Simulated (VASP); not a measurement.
# Pd: single point with PBE

The system is Pd.

```xyz
1
Lattice="0.0000 1.9708 1.9708 1.9708 0.0000 1.9708 1.9708 1.9708 0.0000" Properties=species:S:1:pos:R:3 pbc="T T T"
Pd    0.0000    0.0000    0.0000
```

| Quantity | Value |
| --- | --- |
| Program | VASP 6.6.1 |
| Task | single point |
| Functional | PBE |
| Potentials or basis | VASP PAW PBE potentials, release 64 (Pd) |
| Cutoff | 520 eV |
| k mesh | 20 × 20 × 20 |
| Occupations | gaussian, width 0.05 eV |
| Spin | no spin polarisation |
| Dipole correction | no |
| k mesh for the DOS | 30 × 30 × 30 |
| Occupations for the DOS | tetrahedron |
| Further INCAR settings | ALGO = Fast; EDIFF = 1e-07; NBANDS = 11 |

```
Valence electrons inside the program's atomic spheres : Pd 9.37
```

Levels at points of the mesh, in eV from the Fermi level:
```csv
k point,band 2,band 3,band 4,band 5,band 6,band 7,band 8,band 9
"(0.00, 0.00, 0.00)",-2.66,-2.66,-2.66,-1.14,-1.14,17.19,21.76,21.76
"(0.50, 0.00, 0.00)",-2.70,-2.70,-0.01,-0.01,1.12,7.05,16.54,20.76
"(0.50, 0.50, 0.00)",-4.79,-0.04,0.28,0.28,3.38,10.41,13.03,13.03
```

It took 98 s on 1 thread of Intel(R) Xeon(R) Platinum 8259CL CPU @ 2.50GHz (Skylake/Cascade Lake), on a shared host, peak memory 0.24 GiB.
